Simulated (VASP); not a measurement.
# WC (Fm-3m) in VASP: notebook

Runs on WC. Level: PBEsol. Tasks: single point.

Program: VASP 6.6.1. These are calculated values, not measurements. Logs are shortened: lines on timing, memory, paths and dates and some standing lists are left out, and cuts for length are marked.

**1. The cell of the first run**

Symmetry: Fm-3m, No. 225, cubic system. Conventional cell: a = 4.327 Å, b = 4.327 Å, c = 4.327 Å, α = 90.00°, β = 90.00°, γ = 90.00°. Within 2.9 Å of W (site symmetry m-3m) lie 6 C at 2.16 Å. C (site symmetry m-3m) has 6 W at 2.16 Å within 2.9 Å.

**2. Single point, PBEsol**

Contents of INCAR:

```
SYSTEM = WC
ALGO = Normal
EDIFF = 1E-7
ENCUT = 520
GGA = PS
ISIF = 2
ISMEAR = -1
LASPH = .True.
LCHARG = .False.
LREAL = .False.
LWAVE = .False.
NBANDS = 16
NELM = 80
PREC = Accurate
SIGMA = 0.05
```

Contents of KPOINTS:

```
k-points
0
Gamma
  10 10 10
  0 0 0
```

Contents of POSCAR:

```
WC
1.0
    0.0000000000      2.1633803975      2.1633803975
    2.1633803975      0.0000000000      2.1633803975
    2.1633803975      2.1633803975      0.0000000000
W C
1 1
Direct
    0.0000000000      0.0000000000      0.0000000000
    0.5000000000      0.5000000000      0.5000000000
```

Potentials or basis: VASP PAW PBE potentials, release 64 (W_sv, C).

Command:

```bash
cat potpaw_PBE.64/W_sv/POTCAR potpaw_PBE.64/C/POTCAR > POTCAR
mpirun -np 1 vasp_std > vasp.out
```

OUTCAR:

```text
SYSTEM = WC
   EDIFF = 1E-7
   ENCUT = 520
   GGA = PS
   ISIF = 2
   ISMEAR = -1
   LASPH = .True.
   LREAL = .False.
   NELM = 80
   PREC = Accurate

 ion  position               nearest neighbor table
   1  0.000  0.000  0.000-   2 2.16   2 2.16   2 2.16   2 2.16   2 2.16   2 2.16
   2  0.500  0.500  0.500-   1 2.16   1 2.16   1 2.16   1 2.16   1 2.16   1 2.16

  LATTYP: Found a face centered cubic cell.
 ALAT       =     4.3267607950

  Lattice vectors:

 A1 = (   0.0000000000,   2.1633803975,   2.1633803975)
 A2 = (   2.1633803975,   0.0000000000,   2.1633803975)
 A3 = (   2.1633803975,   2.1633803975,   0.0000000000)

Analysis of symmetry for initial positions (statically):
=====================================================================
 Subroutine PRICEL returns:
 Original cell was already a primitive cell.

 Routine SETGRP: Setting up the symmetry group for a
 face centered cubic supercell.

 Subroutine GETGRP returns: Found 48 space group operations
 (whereof 48 operations were pure point group operations)
 out of a pool of 48 trial point group operations.

The static configuration has the point symmetry O_h .

Analysis of symmetry for dynamics (positions and initial velocities):
=====================================================================
 Subroutine PRICEL returns:
 Original cell was already a primitive cell.

 Routine SETGRP: Setting up the symmetry group for a
 face centered cubic supercell.

 Subroutine GETGRP returns: Found 48 space group operations
 (whereof 48 operations were pure point group operations)
 out of a pool of 48 trial point group operations.

The dynamic configuration has the point symmetry O_h .

 Subroutine INISYM returns: Found 48 space group operations
 (whereof 48 operations are pure point group operations),
 and found     1 'primitive' translations

----------------------------------------------------------------------------------------

                                     Primitive cell

  volume of cell :      20.2502

  direct lattice vectors                    reciprocal lattice vectors
     0.000000000  2.163380398  2.163380398    -0.231119779  0.231119779  0.231119779
     2.163380398  0.000000000  2.163380398     0.231119779 -0.231119779  0.231119779
     2.163380398  2.163380398  0.000000000     0.231119779  0.231119779 -0.231119779

  length of vectors
     3.059481899  3.059481899  3.059481899     0.400311200  0.400311200  0.400311200

  position of ions in fractional coordinates (direct lattice)
     0.000000000  0.000000000  0.000000000
     0.500000000  0.500000000  0.500000000

  ion indices of the primitive-cell ions
   primitive index   ion index
                 1           1
                 2           2

----------------------------------------------------------------------------------------

 KPOINTS: k-points

Automatic generation of k-mesh.
 Grid dimensions read from file:
 generate k-points for:   10   10   10

 Generating k-lattice:

  Cartesian coordinates                     Fractional coordinates (reciprocal lattice)
    -0.023111978  0.023111978  0.023111978     0.100000000  0.000000000  0.000000000
     0.023111978 -0.023111978  0.023111978     0.000000000  0.100000000  0.000000000
     0.023111978  0.023111978 -0.023111978     0.000000000  0.000000000  0.100000000

  Length of vectors
     0.040031120  0.040031120  0.040031120

  Shift w.r.t. Gamma in fractional coordinates (k-lattice)
     0.000000000  0.000000000  0.000000000

 Subroutine IBZKPT returns following result:
 ===========================================

 Found     47 irreducible k-points:

 Following reciprocal coordinates:
            Coordinates               Weight
  0.000000  0.000000  0.000000      1.000000
  0.100000  0.000000  0.000000      8.000000
  0.200000  0.000000  0.000000      8.000000
  0.300000  0.000000  0.000000      8.000000
  0.400000  0.000000  0.000000      8.000000
  0.500000  0.000000  0.000000      4.000000
[... 16 lines left out ...]
  0.300000  0.300000  0.000000      6.000000
  0.400000  0.300000  0.000000     24.000000
 [... further k-points ...]
   k-points           NKPTS =     47   k-points in BZ     NKDIM =     47   number of bands    NBANDS=     16
   number of dos      NEDOS =    301   number of ions     NIONS =      2
   total plane-waves  NPLWV =  13824
   dimension x,y,z NGX =    24 NGY =   24 NGZ =   24
   dimension x,y,z NGXF=    48 NGYF=   48 NGZF=   48
   ions per type =               1   1
   NGX,Y,Z   is equivalent  to a cutoff of  13.04, 13.04, 13.04 a.u.
   NGXF,Y,Z  is equivalent  to a cutoff of  26.08, 26.08, 26.08 a.u.
 SYSTEM =  WC
   PREC   = accura    normal or accurate (medium, high low for compatibility)
   ISTART =      0    job   : 0-new  1-cont  2-samecut
   ICHARG =      2    charge: 1-file 2-atom 10-const
   ISPIN  =      1    spin polarized calculation?
   LNONCOLLINEAR =      F non collinear calculations
   LSORBIT =      F    spin-orbit coupling
   LASPH  =      T    aspherical Exc in radial PAW
   ENCUT  =  520.0 eV  38.22 Ry    6.18 a.u.   5.69  5.69  5.69*2*pi/ulx,y,z
   NELM   =     80;   NELMIN=  2; NELMDL= -5     # of ELM steps
   EDIFF  = 0.1E-06   stopping-criterion for ELM
   LREAL  =      F    real-space projection
   EDIFFG = 0.1E-05   stopping-criterion for IOM
   NSW    =      0    number of steps for IOM
   IBRION =     -1    ionic relax: 0-MD 1-quasi-New 2-CG
   NFREE  =      0    steps in history (QN), initial steepest desc. (CG)
   ISIF   =      2    stress and relaxation
   ISYM   =      2    0-nonsym 1-usesym 2-fastsym
   POTIM  = 0.5000    time-step for ionic-motion
   TEBEG  =    0.0;   TEEND  =   0.0 temperature during run
   PSTRESS=    0.0 pullay stress
   NELECT =      18.0000    total number of electrons
   NUPDOWN=      -1.0000    fix difference up-down
   EMIN   =  10.00;   EMAX   =-10.00  energy-range for DOS
   EFERMI =   0.00;   METHOD = LEGACY
   ISMEAR =    -1;   SIGMA  =   0.05  broadening in eV -4-tet -1-fermi 0-gaus
   EFERMI_NEDOS =   21; number of points for ismear=-14 and -15
   IALGO  =     38    algorithm
   IMIX   =      4    mixing-type and parameters
     AMIX     =   0.40;   BMIX     =  1.00
     AMIX_MAG =   1.60;   BMIX_MAG =  1.00
  volume/ion in A,a.u.               =      10.13        68.33
  Fermi-wavevector in a.u.,A,eV,Ry     =   1.574065  2.974552 33.710909  2.477682
  Thomas-Fermi vector in A             =   2.675256
   LORBIT       =      0    0 simple, 1 ext, 2 COOP (PROOUT), +10 PAW based schemes
   GGA     = PS    functional components
   LHFCALC =     F    Hartree Fock is set to
   AEXX    =    0.0000 exact exchange contribution
   IVDW    =     0    specifies the selected vdW correction
   LEPSILON=     F    determine dielectric tensor
   LRPA    =     F    only Hartree local field effects (RPA)
 non-spin polarized calculation
  energy-cutoff  :      520.00
  volume of cell :       20.25
 maximum number of plane-waves:       556
   NGX = 11   NGY = 11   NGZ = 11

 number of electron      17.9999999 magnetization

 Free energy of the ion-electron system (eV)
  ---------------------------------------------------
  ext. energy  EPLUGINS =         0.00000000
  ---------------------------------------------------
  free energy    TOTEN  =       -23.00889088 eV

  energy without entropy =      -23.00274276  energy(sigma->0) =      -23.00581682

 E-fermi :  12.9321     XC(G=0): -14.0667

 val. band max:       12.8364003901   @ k =   0.3000   0.2000   0.1000
 cond. band min:      12.9590169091   @ k =  -0.1000   0.1000   0.0000
 fundamental gap:      0.1226165190
 Fermi energy:        12.9320534345

 k-point     1 :       0.0000    0.0000    0.0000
  band No.  band energies     occupation
      1     -62.4636      2.00000
      2     -26.4570      2.00000
      3     -26.4570      2.00000
      4     -26.4570      2.00000
      5      -3.2608      2.00000
      6       9.9626      2.00000
[... 8 lines left out ...]
     15      22.4558      0.00000
     16      36.8614      0.00000

 k-point     2 :       0.1000    0.0000    0.0000
  band No.  band energies     occupation
      1     -62.4593      2.00000
      2     -26.5261      2.00000
      3     -26.4643      2.00000
      4     -26.4643      2.00000
      5      -2.9644      2.00000
      6       9.0323      2.00000
[... 8 lines left out ...]
     15      23.1459      0.00000
     16      34.1581      0.00000

 k-point     3 :       0.2000    0.0000    0.0000
  band No.  band energies     occupation
      1     -62.4480      2.00000
      2     -26.7032      2.00000
      3     -26.4832      2.00000
      4     -26.4832      2.00000
      5      -2.1299      2.00000
      6       7.3414      2.00000
[... 8 lines left out ...]
     15      24.7118      0.00000
     16      31.1184      0.00000

 k-point     4 :       0.3000    0.0000    0.0000
  band No.  band energies     occupation
      1     -62.4340      2.00000
      2     -26.9154      2.00000
      3     -26.5064      2.00000
      4     -26.5064      2.00000
      5      -0.9012      2.00000
      6       5.5738      2.00000
[... 8 lines left out ...]
     15      25.7929      0.00000
     16      28.7747      0.00000

 k-point     5 :       0.4000    0.0000    0.0000
  band No.  band energies     occupation
      1     -62.4226      2.00000
      2     -27.0821      2.00000
      3     -26.5251      2.00000
      4     -26.5251      2.00000
      5       0.5317      2.00000
      6       3.9040      2.00000
[... 8 lines left out ...]
     15      26.0798      0.00000
     16      26.0798      0.00000

 k-point     6 :       0.5000    0.0000    0.0000
  band No.  band energies     occupation
      1     -62.4182      2.00000
      2     -27.1446      2.00000
      3     -26.5322      2.00000
      4     -26.5322      2.00000
      5       1.6681      2.00000
      6       2.7087      2.00000
[... 8 lines left out ...]
     15      24.8601      0.00000
     16      24.8601      0.00000
[... 267 lines left out ...]
 k-point    21 :      -0.3000    0.2000    0.0000
  band No.  band energies     occupation
      1     -62.4182      2.00000
      2     -26.9797      2.00000
      3     -26.7036      2.00000
      4     -26.5330      2.00000
      5       0.3515      2.00000
      6       4.2445      2.00000
[... 8 lines left out ...]
     15      25.6245      0.00000
     16      26.5285      0.00000

 k-point    22 :      -0.2000    0.2000    0.0000
  band No.  band energies     occupation
      1     -62.4290      2.00000
      2     -26.8776      2.00000
      3     -26.6432      2.00000
      4     -26.4995      2.00000
      5      -0.6324      2.00000
      6       5.2984      2.00000
[... 8 lines left out ...]
     15      25.9223      0.00000
     16      26.7283      0.00000

 k-point    23 :       0.3000    0.3000    0.0000
  band No.  band energies     occupation
      1     -62.4240      2.00000
      2     -26.8741      2.00000
      3     -26.6173      2.00000
      4     -26.6173      2.00000
      5      -1.0302      2.00000
      6       5.4373      2.00000
[... 8 lines left out ...]
     15      25.8480      0.00000
     16      28.6708      0.00000

 k-point    24 :       0.4000    0.3000    0.0000
  band No.  band energies     occupation
      1     -62.4149      2.00000
      2     -26.9628      2.00000
      3     -26.6642      2.00000
      4     -26.6432      2.00000
      5      -0.7174      2.00000
      6       5.5950      2.00000
[... 8 lines left out ...]
     15      24.9396      0.00000
     16      28.6961      0.00000

 [... further k-points ...]
[... 5 lines left out ...]
  --------------------------------------------------------------------------------------
  -------------------------------------------------------------------------------------
  Total        0.7821683      0.7821683      0.7821683      0.0000000     -0.0000000      0.0000000
  in kB       61.8845346     61.8845346     61.8845346      0.0000000     -0.0000000      0.0000000
  external PRESSURE =      61.8845346 kB  Pullay stress =       0.0000000 kB

 VOLUME and BASIS-vectors are now :
 -----------------------------------------------------------------------------
  energy-cutoff  :      520.00
  volume of cell :       20.25
      direct lattice vectors                 reciprocal lattice vectors
     0.000000000  2.163380398  2.163380398    -0.231119779  0.231119779  0.231119779
     2.163380398  0.000000000  2.163380398     0.231119779 -0.231119779  0.231119779
     2.163380398  2.163380398  0.000000000     0.231119779  0.231119779 -0.231119779

 POSITION                                       TOTAL-FORCE (eV/Angst)
 -----------------------------------------------------------------------------------
      0.00000      0.00000      0.00000        -0.000000     -0.000000     -0.000000
      2.16338      2.16338      2.16338         0.000000      0.000000      0.000000
 -----------------------------------------------------------------------------------
    total drift:                                0.000000     -0.000000     -0.000000

  FREE ENERGIE OF THE ION-ELECTRON SYSTEM (eV)
  ---------------------------------------------------
  free  energy   TOTEN  =       -23.0088908794 eV

  energy  without entropy=      -23.0027427554  energy(sigma->0) =      -23.00581682
```

It took 5.7 s on 1 thread of Intel Xeon 6975P-C (Granite Rapids), shared host; peak memory 0.14 GiB.

Results:

| Item | Value |
| --- | --- |
| Free energy | -23.0089 eV |
| Pressure | 6.2 GPa |
| Band gap on the k mesh | zero (band 9 reaches 14.01 eV, above the bottom of band 10 at 10.62 eV) |

Caveat: the PAW data sets were made with another functional, which shifts forces and pressure a little; spin-orbit coupling is left out, which moves the levels of the heavy elements.

**3. Single point, PBEsol**

This run uses another cell than the first one, of 10.00 Å³/atom, 0.988 times its volume.

Contents of INCAR:

```
SYSTEM = WC
PREC = Accurate ; ENCUT = 520
EDIFF = 1E-6 ; ISMEAR = -1
SIGMA = 0.05 ; LREAL = .FALSE.
LASPH = .TRUE. ; NELM = 100
ALGO = Normal ; ISIF = 2
LWAVE = .FALSE. ; LCHARG = .TRUE.
GGA = PS ; LELF = .TRUE.
LVHAR = .TRUE. ; NBANDS = 16
```

Contents of KPOINTS:

```
Automatic mesh
0
G
  10 10 10
  0 0 0
```

Contents of POSCAR:

```
WC
1.0
    0.0000000000      2.1547831730      2.1547831730
    2.1547831730      0.0000000000      2.1547831730
    2.1547831730      2.1547831730      0.0000000000
W C
1 1
Direct
    0.0000000000      0.0000000000      0.0000000000
    0.5000000000      0.5000000000      0.5000000000
```

Potentials or basis: VASP PAW PBE potentials, release 64 (W_sv, C).

Command:

```bash
cat potpaw_PBE.64/W_sv/POTCAR potpaw_PBE.64/C/POTCAR > POTCAR
mpirun -np 1 vasp_std > vasp.out
```

It took 5.7 s on 1 thread of Intel Xeon 6975P-C (Granite Rapids), shared host; peak memory 0.14 GiB.

The run converged. Its results:

- Free energy: -22.9957 eV
- Pressure: 11.3 GPa
- Band gap on the k mesh: zero (band 9 reaches 14.23 eV, above the bottom of band 10 at 10.78 eV)

Levels at points of the mesh, in eV from the Fermi level:
```tsv
k point	band 7	band 8	band 9	band 10	band 11	band 12
(0.00, 0.00, 0.00)	-3.02	-3.02	-1.19	-1.19	-1.19	-1.08
(0.50, 0.00, 0.00)	-7.02	-7.02	1.11	1.11	2.50	4.92
(0.50, 0.50, 0.00)	-5.76	-2.62	-2.62	0.90	2.45	2.45
```

Caveat: the PAW data sets were made with another functional, which shifts forces and pressure a little; spin-orbit coupling is left out, which moves the levels of the heavy elements.
